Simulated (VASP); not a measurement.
# Au (Fm-3m) in VASP: further runs

Runs on Au. Level: PBEsol. Tasks: single point, relaxation of cell and atoms.

Everything below comes from runs of VASP 6.6.1. Logs are shortened: lines on timing, memory, paths and dates and some standing lists are left out, and cuts for length are marked.

## Step 1: The cell of the first run

The structure is cubic, space group Fm-3m (No. 225). The conventional cell has a = 4.084 Å, b = 4.084 Å, c = 4.084 Å, α = 90.00°, β = 90.00°, γ = 90.00°. Au (site symmetry m-3m) has 12 Au at 2.89 Å within 3.8 Å.

## Step 2: Single point, PBEsol (17.02 Å³/atom)

File INCAR:

```
SYSTEM = Au
PREC     = Accurate       ! precision mode
ENCUT    = 520            ! plane-wave cutoff, eV
EDIFF    = 1E-6           ! SCF threshold, eV
ISMEAR   = -1             ! smearing method
SIGMA    = 0.08           ! smearing width, eV
LREAL    = .False.        ! projectors in reciprocal space
LASPH    = .True.         ! aspherical terms in the spheres
NELM     = 80             ! most SCF steps
ALGO     = Normal         ! electronic algorithm
ISIF     = 2              ! what is computed and relaxed
LWAVE    = .False.        ! write WAVECAR
LCHARG   = .True.         ! write CHGCAR
GGA      = PS             ! functional
LELF     = .True.         ! ELF
LVHAR    = .True.       
NBANDS   = 12             ! bands
```

File KPOINTS:

```
Automatic mesh
0
Gamma
  18 18 18
  0 0 0
```

File POSCAR:

```
Au
1.0
    0.0000000000      2.0418101338      2.0418101338
    2.0418101338      0.0000000000      2.0418101338
    2.0418101338      2.0418101338      0.0000000000
Au
1
Direct
    0.0000000000      0.0000000000      0.0000000000
```

Potentials or basis: VASP PAW PBE potentials, release 64 (Au).

Launch:

```console
$ cat potpaw_PBE.64/Au/POTCAR > POTCAR
$ mpirun -np 1 vasp_std > vasp.out
```

OUTCAR:

```text
SYSTEM = Au
   PREC = Accurate
   ENCUT = 520
   EDIFF = 1E-6
   ISMEAR = -1
   LREAL = .False.
   LASPH = .True.
   NELM = 80
   ISIF = 2
   GGA = PS

 ion  position               nearest neighbor table
   1  0.000  0.000  0.000-

  LATTYP: Found a face centered cubic cell.
 ALAT       =     4.0836202676

  Lattice vectors:

 A1 = (   0.0000000000,   2.0418101338,   2.0418101338)
 A2 = (   2.0418101338,   0.0000000000,   2.0418101338)
 A3 = (   2.0418101338,   2.0418101338,   0.0000000000)

Analysis of symmetry for initial positions (statically):
=====================================================================
 Subroutine PRICEL returns:
 Original cell was already a primitive cell.

 Routine SETGRP: Setting up the symmetry group for a
 face centered cubic supercell.

 Subroutine GETGRP returns: Found 48 space group operations
 (whereof 48 operations were pure point group operations)
 out of a pool of 48 trial point group operations.

The static configuration has the point symmetry O_h .

Analysis of symmetry for dynamics (positions and initial velocities):
=====================================================================
 Subroutine PRICEL returns:
 Original cell was already a primitive cell.

 Routine SETGRP: Setting up the symmetry group for a
 face centered cubic supercell.

 Subroutine GETGRP returns: Found 48 space group operations
 (whereof 48 operations were pure point group operations)
 out of a pool of 48 trial point group operations.

The dynamic configuration has the point symmetry O_h .

 Subroutine INISYM returns: Found 48 space group operations
 (whereof 48 operations are pure point group operations),
 and found     1 'primitive' translations

----------------------------------------------------------------------------------------

                                     Primitive cell

  volume of cell :      17.0246

  direct lattice vectors                    reciprocal lattice vectors
     0.000000000  2.041810134  2.041810134    -0.244880752  0.244880752  0.244880752
     2.041810134  0.000000000  2.041810134     0.244880752 -0.244880752  0.244880752
     2.041810134  2.041810134  0.000000000     0.244880752  0.244880752 -0.244880752

  length of vectors
     2.887555583  2.887555583  2.887555583     0.424145903  0.424145903  0.424145903

  position of ions in fractional coordinates (direct lattice)
     0.000000000  0.000000000  0.000000000

  ion indices of the primitive-cell ions
   primitive index   ion index
                 1           1

----------------------------------------------------------------------------------------

 KPOINTS: Automatic mesh

Automatic generation of k-mesh.
 Grid dimensions read from file:
 generate k-points for:   18   18   18

 Generating k-lattice:

  Cartesian coordinates                     Fractional coordinates (reciprocal lattice)
    -0.013604486  0.013604486  0.013604486     0.055555556  0.000000000  0.000000000
     0.013604486 -0.013604486  0.013604486     0.000000000  0.055555556  0.000000000
     0.013604486  0.013604486 -0.013604486     0.000000000  0.000000000  0.055555556

  Length of vectors
     0.023563661  0.023563661  0.023563661

  Shift w.r.t. Gamma in fractional coordinates (k-lattice)
     0.000000000  0.000000000  0.000000000

 Subroutine IBZKPT returns following result:
 ===========================================

 Found    195 irreducible k-points:

 Following reciprocal coordinates:
            Coordinates               Weight
  0.000000  0.000000  0.000000      1.000000
  0.055556  0.000000  0.000000      8.000000
  0.111111  0.000000  0.000000      8.000000
  0.166667  0.000000  0.000000      8.000000
  0.222222  0.000000  0.000000      8.000000
  0.277778  0.000000  0.000000      8.000000
[... 16 lines left out ...]
 -0.277778  0.055556  0.000000     24.000000
 -0.222222  0.055556  0.000000     24.000000
 [... further k-points ...]
   k-points           NKPTS =    195   k-points in BZ     NKDIM =    195   number of bands    NBANDS=     12
   number of dos      NEDOS =    301   number of ions     NIONS =      1
   total plane-waves  NPLWV =  13824
   dimension x,y,z NGX =    24 NGY =   24 NGZ =   24
   dimension x,y,z NGXF=    48 NGYF=   48 NGZF=   48
   ions per type =               1
   NGX,Y,Z   is equivalent  to a cutoff of  13.82, 13.82, 13.82 a.u.
   NGXF,Y,Z  is equivalent  to a cutoff of  27.64, 27.64, 27.64 a.u.
 SYSTEM =  Au
   PREC   = accura    normal or accurate (medium, high low for compatibility)
   ISTART =      0    job   : 0-new  1-cont  2-samecut
   ICHARG =      2    charge: 1-file 2-atom 10-const
   ISPIN  =      1    spin polarized calculation?
   LNONCOLLINEAR =      F non collinear calculations
   LSORBIT =      F    spin-orbit coupling
   LASPH  =      T    aspherical Exc in radial PAW
   ENCUT  =  520.0 eV  38.22 Ry    6.18 a.u.   5.37  5.37  5.37*2*pi/ulx,y,z
   NELM   =     80;   NELMIN=  2; NELMDL= -5     # of ELM steps
   EDIFF  = 0.1E-05   stopping-criterion for ELM
   LREAL  =      F    real-space projection
   EDIFFG = 0.1E-04   stopping-criterion for IOM
   NSW    =      0    number of steps for IOM
   IBRION =     -1    ionic relax: 0-MD 1-quasi-New 2-CG
   NFREE  =      0    steps in history (QN), initial steepest desc. (CG)
   ISIF   =      2    stress and relaxation
   ISYM   =      2    0-nonsym 1-usesym 2-fastsym
   POTIM  = 0.5000    time-step for ionic-motion
   TEBEG  =    0.0;   TEEND  =   0.0 temperature during run
   PSTRESS=    0.0 pullay stress
   NELECT =      11.0000    total number of electrons
   NUPDOWN=      -1.0000    fix difference up-down
   EMIN   =  10.00;   EMAX   =-10.00  energy-range for DOS
   EFERMI =   0.00;   METHOD = LEGACY
   ISMEAR =    -1;   SIGMA  =   0.08  broadening in eV -4-tet -1-fermi 0-gaus
   EFERMI_NEDOS =   21; number of points for ismear=-14 and -15
   IALGO  =     38    algorithm
   IMIX   =      4    mixing-type and parameters
     AMIX     =   0.40;   BMIX     =  1.00
     AMIX_MAG =   1.60;   BMIX_MAG =  1.00
  volume/ion in A,a.u.               =      17.02       114.89
  Fermi-wavevector in a.u.,A,eV,Ry     =   1.415295  2.674520 27.253293  2.003061
  Thomas-Fermi vector in A             =   2.536749
   LORBIT       =      0    0 simple, 1 ext, 2 COOP (PROOUT), +10 PAW based schemes
   GGA     = PS    functional components
   LHFCALC =     F    Hartree Fock is set to
   AEXX    =    0.0000 exact exchange contribution
   IVDW    =     0    specifies the selected vdW correction
   LEPSILON=     F    determine dielectric tensor
   LRPA    =     F    only Hartree local field effects (RPA)
 non-spin polarized calculation
  energy-cutoff  :      520.00
  volume of cell :       17.02
 maximum number of plane-waves:       473
 NGX is ok and might be reduce to    24
   NGX = 11   NGY = 11   NGZ = 11

 number of electron      11.0000000 magnetization

 Free energy of the ion-electron system (eV)
  ---------------------------------------------------
  ext. energy  EPLUGINS =         0.00000000
  ---------------------------------------------------
  free energy    TOTEN  =        -3.92728596 eV

  energy without entropy =       -3.92149676  energy(sigma->0) =       -3.92439136

 E-fermi :   9.2754     XC(G=0): -12.8906

 val. band max:        9.2688667332   @ k =   0.5000   0.2778   0.1111
 cond. band min:       9.3207071847   @ k =   0.4444   0.4444   0.0000
 fundamental gap:      0.0518404515
 Fermi energy:         9.2753879705

 k-point     1 :       0.0000    0.0000    0.0000
  band No.  band energies     occupation
      1      -0.6365      2.00000
      2       4.6110      2.00000
      3       4.6110      2.00000
      4       4.6110      2.00000
      5       6.1438      2.00000
      6       6.1438      2.00000
      7      23.7936      0.00000
      8      27.7938      0.00000
      9      27.7938      0.00000
     10      27.7938      0.00000
     11      32.6635      0.00000
     12      37.3381      0.00000

 k-point     2 :       0.0556    0.0000    0.0000
  band No.  band energies     occupation
      1      -0.5284      2.00000
      2       4.5748      2.00000
      3       4.6487      2.00000
      4       4.6487      2.00000
      5       6.1263      2.00000
      6       6.1263      2.00000
      7      23.9231      0.00000
      8      27.0761      0.00000
      9      27.9232      0.00000
     10      27.9232      0.00000
     11      33.2811      0.00000
     12      35.9921      0.00000

 k-point     3 :       0.1111    0.0000    0.0000
  band No.  band energies     occupation
      1      -0.2127      2.00000
      2       4.4828      2.00000
      3       4.7471      2.00000
      4       4.7471      2.00000
      5       6.0907      2.00000
      6       6.0907      2.00000
      7      24.2170      0.00000
      8      25.5961      0.00000
      9      28.2887      0.00000
     10      28.2887      0.00000
     11      33.0592      0.00000
     12      35.3573      0.00000
[... 286 lines left out ...]
 k-point    23 :      -0.2778    0.0556    0.0000
  band No.  band energies     occupation
      1       1.6717      2.00000
      2       4.6363      2.00000
      3       4.8650      2.00000
      4       4.8830      2.00000
      5       6.3295      2.00000
      6       6.8625      2.00000
      7      18.6587      0.00000
      8      24.4887      0.00000
      9      27.2061      0.00000
     10      29.8289      0.00000
     11      30.8642      0.00000
     12      32.3595      0.00000

 k-point    24 :      -0.2222    0.0556    0.0000
  band No.  band energies     occupation
      1       1.1675      2.00000
      2       4.3334      2.00000
      3       4.9178      2.00000
      4       4.9569      2.00000
      5       6.0457      2.00000
      6       6.5304      2.00000
      7      20.8485      0.00000
      8      24.8814      0.00000
      9      27.8126      0.00000
     10      30.0852      0.00000
     11      30.6930      0.00000
     12      32.1335      0.00000

 [... further k-points ...]
[... 5 lines left out ...]
  --------------------------------------------------------------------------------------
  -------------------------------------------------------------------------------------
  Total       -0.0329668     -0.0329668     -0.0329668      0.0000000     -0.0000000      0.0000000
  in kB       -3.1024920     -3.1024920     -3.1024920      0.0000000     -0.0000000      0.0000000
  external PRESSURE =      -3.1024920 kB  Pullay stress =       0.0000000 kB

 VOLUME and BASIS-vectors are now :
 -----------------------------------------------------------------------------
  energy-cutoff  :      520.00
  volume of cell :       17.02
      direct lattice vectors                 reciprocal lattice vectors
     0.000000000  2.041810134  2.041810134    -0.244880752  0.244880752  0.244880752
     2.041810134  0.000000000  2.041810134     0.244880752 -0.244880752  0.244880752
     2.041810134  2.041810134  0.000000000     0.244880752  0.244880752 -0.244880752

 POSITION                                       TOTAL-FORCE (eV/Angst)
 -----------------------------------------------------------------------------------
      0.00000      0.00000      0.00000         0.000000      0.000000      0.000000
 -----------------------------------------------------------------------------------
    total drift:                               -0.000000     -0.000000     -0.000000

  FREE ENERGIE OF THE ION-ELECTRON SYSTEM (eV)
  ---------------------------------------------------
  free  energy   TOTEN  =        -3.9272859581 eV

  energy  without entropy=       -3.9214967567  energy(sigma->0) =       -3.92439136
```

Run time: 75 s. Hardware: 1 thread of AMD EPYC 7R13, shared host; peak memory 0.14 GiB.

Results:

```
Free energy            : -3.9273 eV
Pressure               : -0.3 GPa
Band gap on the k mesh : zero (an odd number of electrons rules out a gap without spin polarisation)
```

Levels at points of the mesh, in eV from the Fermi level:
```csv
k point,band 3,band 4,band 5,band 6,band 7,band 8,band 9,band 10
"(0.00, 0.00, 0.00)",-4.66,-4.66,-3.13,-3.13,14.52,18.52,18.52,18.52
"(0.50, 0.00, 0.00)",-4.70,-1.93,-1.93,-1.01,3.08,13.96,17.12,17.12
"(0.50, 0.50, 0.00)",-1.97,-1.60,-1.60,0.97,5.77,9.98,9.98,17.19
```

Caveat: the PAW data sets were made with another functional, which shifts forces and pressure a little; spin-orbit coupling is left out, which moves the levels of the heavy elements.

## Step 3: Relaxation of cell and atoms, PBEsol

This run uses another cell than the first one, of 16.95 Å³/atom.

File INCAR:

```
SYSTEM = Au
ALGO = Normal
EDIFF = 1E-6
EDIFFG = -0.005
ENCUT = 600
GGA = PS
IBRION = 2
ISIF = 3
ISMEAR = -1
LASPH = .TRUE.
LCHARG = .FALSE.
LREAL = .FALSE.
LWAVE = .FALSE.
NELM = 100
NSW = 60
PREC = Accurate
SIGMA = 0.08
```

File KPOINTS:

```
k-points
0
G
  18 18 18
  0 0 0
```

File POSCAR:

```
Au
1.0
    0.0000000000      2.0388247748      2.0388247748
    2.0388247748      0.0000000000      2.0388247748
    2.0388247748      2.0388247748      0.0000000000
Au
1
Direct
    0.0000000000      0.0000000000      0.0000000000
```

Potentials or basis: VASP PAW PBE potentials, release 64 (Au).

Launch:

```console
$ cat potpaw_PBE.64/Au/POTCAR > POTCAR
$ mpirun -np 1 vasp_std > vasp.out
```

Run time: 1.7 min. Hardware: 1 thread of AMD EPYC 7R13, shared host; peak memory 0.14 GiB.

The run converged. Its results:

```yaml
Free_energy: -3.9272 eV
Relaxed_volume: 17.00 Å³/atom
Relaxed_cell: a = 2.886 Å, b = 2.886 Å, c = 2.886 Å, α = 60.00°, β = 60.00°, γ = 60.00°
Space_group_after_relaxing_to_0.1_Å: Fm-3m (No. 225)
Energy_gained_by_relaxing: 0.1 meV/atom
Ionic_steps: 3
Pressure_after_relaxing: 0.0 GPa
Band_gap_on_the_k_mesh: zero (an odd number of electrons rules out a gap without spin polarisation)
```

Final structure:
```
Au
1.0
     0.00000    2.04094    2.04094
     2.04094    0.00000    2.04094
     2.04094    2.04094    0.00000
Au
1
Direct
  0.00000 0.00000 0.00000
```

Levels at points of the mesh, in eV from the Fermi level:
```tsv
k point	band 3	band 4	band 5	band 6	band 7	band 8	band 9
(0.00, 0.00, 0.00)	-4.67	-4.67	-3.14	-3.14	14.52	18.52	18.52
(0.50, 0.00, 0.00)	-4.71	-1.93	-1.93	-1.02	3.09	13.96	17.13
(0.50, 0.50, 0.00)	-1.97	-1.60	-1.60	0.97	5.78	9.98	9.98
```

Caveat: the PAW data sets were made with another functional, which shifts forces and pressure a little; spin-orbit coupling is left out, which moves the levels of the heavy elements.
